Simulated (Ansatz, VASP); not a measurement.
# Ge in VASP and in Ansatz

INCAR

```
SYSTEM = Ge
  PREC = Accurate
  ENCUT = 520
  EDIFF = 1E-7
  ISMEAR = 0
  SIGMA = 0.15
  LREAL = .False.
  LASPH = .True.
  NELM = 60
  ALGO = Normal
  ISIF = 2
  LWAVE = .False.
  LCHARG = .True.
  GGA = PE
  IVDW = 12
  LELF = .True.
  LVHAR = .True.
  NBANDS = 13
```

Contents of KPOINTS:

```
Automatic mesh
0
Gamma
  20 20 20
  0 0 0
```

File POSCAR:

```
Ge
1.0
    0.0000000000      2.1088523276      2.0983605250
    2.1088523276      0.0000000000      2.0983605250
    2.1088523276      2.1088523276      0.0000000000
Ge
1
Direct
    0.0000000000      0.0000000000      0.0000000000
```

Input for Ansatz:

```yaml
crystal:
  lattice:
    - [0.0, 2.1088523276, 2.098360525]
    - [2.1088523276, 0.0, 2.098360525]
    - [2.1088523276, 2.1088523276, 0.0]
  atoms:
    - { symbol: Ge, position: [0.0, 0.0, 0.0] }
basis:
  ecutwfc: 420
kpoints:
  mp_grid: { grid: [20, 20, 20] }
hamiltonian:
  xc: pbe
  dispersion: d3bj
scf:
  occupations: { method: gaussian, width: 0.15 }
output:
  forces: true
  stress: true
  eigenvalues: true
```

Change from the starting cell: strain +0.0050 x Voigt [1, 1, 0, 0, 0, 0], atoms carried along.

Alike in both runs: task single point; functional PBE; dispersion D3(BJ); k mesh 20 × 20 × 20; occupations gaussian, width 0.15 eV; no spin polarisation.

```csv
,VASP,Ansatz
version,VASP 6.6.1,Ansatz 0.2.0
potentials or method,"VASP PAW PBE potentials, release 64 (Ge_d), cutoff 520 eV","scalar-relativistic, plane waves, PAW"
valence electrons in the cell,14,14
```

Ansatz gave:

* gap on the k mesh at the Fermi level (eV): none
* pressure (GPa): 0.1

Problem. What did VASP give for the same quantities?

Solution. gap on the k mesh at the Fermi level (eV): none; pressure (GPa): 0.2.

A gap of «none» marks a metal or a gap that the smearing closes.
